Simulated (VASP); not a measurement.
**Al16O (a cell with a defect): single point with PBE**

Al16O (a cell with a defect):

```
Al O
1.0
    -4.03893    4.03893    4.03893
     4.03893   -4.03893    4.03893
     4.03893    4.03893   -4.03893
Al O
16 1
Direct
  0.99007 0.01572 0.01767
  0.98326 0.24491 0.75361
  0.97035 0.44555 0.46773
  0.98617 0.74500 0.22679
  0.26895 0.04388 0.76727
  0.23730 0.24501 0.50039
  0.24123 0.50377 0.25462
  0.22461 0.74541 0.98477
  0.48227 0.98632 0.49608
  0.48339 0.24506 0.25369
  0.48896 0.50893 0.01192
  0.51027 0.74511 0.75079
  0.72487 0.98059 0.24789
  0.73709 0.24536 0.00021
  0.71963 0.47457 0.74694
  0.75306 0.74553 0.51317
  0.06486 0.74448 0.67122
```

```json
{
 "Program": "VASP 6.6.1",
 "Task": "single point",
 "Functional": "PBE",
 "Potentials or basis": "VASP PAW PBE potentials, release 64 (Al, O)",
 "Cutoff": "520 eV",
 "k mesh": "3 × 3 × 3",
 "Occupations": "methfessel-paxton, width 0.1 eV",
 "Spin": "no spin polarisation"
}
```

```yaml
Pressure: 3.3 GPa
Largest_force: 0.028 eV/Å
Band_gap_on_the_k_mesh: zero (band 27 reaches 9.33 eV, above the bottom of band 28 at 7.97 eV)
```

Forces on the atoms (eV/Å):
```
Al  -0.002  0.003 -0.003
Al   0.002  0.001  0.003
Al   0.016 -0.002 -0.023
Al  -0.001  0.007  0.003
Al   0.015  0.004 -0.001
Al  -0.007 -0.002  0.002
Al   0.003  0.001  0.002
Al  -0.006 -0.010 -0.004
Al  -0.003  0.001  0.001
Al   0.000  0.003  0.002
Al   0.002  0.002  0.005
Al   0.003 -0.005 -0.002
Al   0.002  0.000  0.003
Al  -0.008 -0.001 -0.002
Al   0.002  0.001  0.005
Al  -0.012  0.007 -0.007
O   -0.008 -0.009  0.016
```

Stress tensor (GPa, compression positive):
```
4.35 0.00 0.30
0.00 1.07 0.00
0.30 0.00 4.35
```

Levels at points of the mesh, in eV from the Fermi level:
| k point | band 24 | band 25 | band 26 | band 27 | band 28 | band 29 |
| --- | --- | --- | --- | --- | --- | --- |
| (0.00, 0.00, 0.00) | 0.76 | 0.79 | 0.85 | 0.88 | 0.93 | 1.07 |

Run time: 2.4 min on 1 thread of Intel(R) Xeon(R) 6975P-C (Granite Rapids), with other jobs on the host, peak memory 0.4 GiB.

Caveat: the k points lie up to 0.37 Å⁻¹ apart.
